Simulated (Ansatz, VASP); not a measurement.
FeRu in VASP and in Ansatz

```
CELL_PARAMETERS angstrom
2.34655 0.00000 0.00000
-1.17328 2.03218 0.00000
0.00000 0.00000 3.61397
ATOMIC_POSITIONS crystal
Fe 0.00000 0.00000 0.50000
Ru 0.66667 0.33333 0.00000
```

Change from the starting cell: volume scaled by 0.7, no spin polarisation, PAW files.

Alike in both runs: task single point; functional LDA; k mesh 12 × 12 × 7; occupations fermi-dirac, width 0.05 eV; no spin polarisation.

|  | VASP | Ansatz |
| --- | --- | --- |
| version | VASP 6.6.1 | Ansatz 0.2.0 |
| potentials or method | VASP PAW LDA potentials, release 64 (Fe, Ru_pv) | PAW with Ansatz's default frozen-core files, scalar-relativistic |
| plane-wave cutoff (eV) | 520 | 420 |
| valence electrons in the cell | 22 | 32 |

VASP gave:

* pressure (GPa): 197.6
* traceless stress, the component that is largest in VASP (GPa): 5.38

**Question.** What did Ansatz give for the same quantities?

**Answer.** Pressure (GPa): 192.9; traceless stress, the component that is largest in VASP (GPa): 5.32.

LDA's correlation is that of Perdew and Zunger in VASP and of Perdew and Wang (1992) in Ansatz. Both programs put the cell under a high pressure, so it lies far from rest at this level. VASP's potentials hold 22 valence electrons a cell and Ansatz's 32, so a difference there can come from the potentials and not from the codes.

Noted on VASP's run: the cell as given lies far from equilibrium.
